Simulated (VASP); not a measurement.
# CuO: single point with RPBE+D4

Crystal: CuO.

```
Cu O
1.0
     2.34185   -1.71130    0.00000
     2.34185    1.71130    0.00000
    -0.85003    0.00000    5.05787
Cu O
2 2
Direct
  0.50000 0.00000 0.50000
  0.00000 0.50000 0.00000
  0.41840 0.58160 0.75000
  0.58160 0.41840 0.25000
```

```yaml
Program: VASP 6.6.1
Task: single point
Functional: RPBE
Dispersion: D4
Potentials_or_basis: VASP PAW PBE potentials, release 64 (Cu_sv_GW, O)
Cutoff: 820 eV
k_mesh: 10 × 10 × 5
Occupations: fermi-dirac, width 0.05 eV
Spin: no spin polarisation
```

```yaml
Pressure: 1.0 GPa
Largest_force: 0.180 eV/Å
Band_gap_on_the_k_mesh: zero (bands 25 and 26 overlap by 0.59 eV)
Dispersion_energy_per_atom: -0.687 eV
```

Forces on the atoms (eV/Å):
```
Cu   0.000  0.000  0.000
Cu   0.000  0.000  0.000
O    0.000 -0.180  0.000
O    0.000  0.180  0.000
```

Stress tensor (GPa, compression positive):
```
 1.08  0.00 -1.71
 0.00  1.01  0.00
-1.71  0.00  0.91
```

Levels at points of the mesh, in eV from the Fermi level:
```
           k point  band 22  band 23  band 24  band 25  band 26  band 27  band 28  band 29
(0.00, 0.00, 0.00)    -2.23    -2.17    -1.67     0.20     0.94     1.71     6.05     8.18
(0.50, 0.00, 0.00)    -1.62    -1.54    -1.43     0.01     0.25     4.89     6.33     6.97
(0.50, 0.50, 0.00)    -2.13    -1.65    -1.23    -0.67     1.07     3.36     7.14     8.53
```

Run time: 6.3 min on 1 thread of Intel(R) Xeon(R) Platinum 8259CL CPU @ 2.50GHz (Skylake/Cascade Lake), with other jobs on the host, peak memory 0.46 GiB.

Caveat: the PAW data sets were made with another functional, which shifts forces and pressure a little; semilocal functionals often make such compounds metallic where correlation or magnetic order opens a gap, which also shifts bond lengths. With open d or f shells a metallic result of RPBE can be an artefact of self-interaction; +U or a hybrid may open a gap.
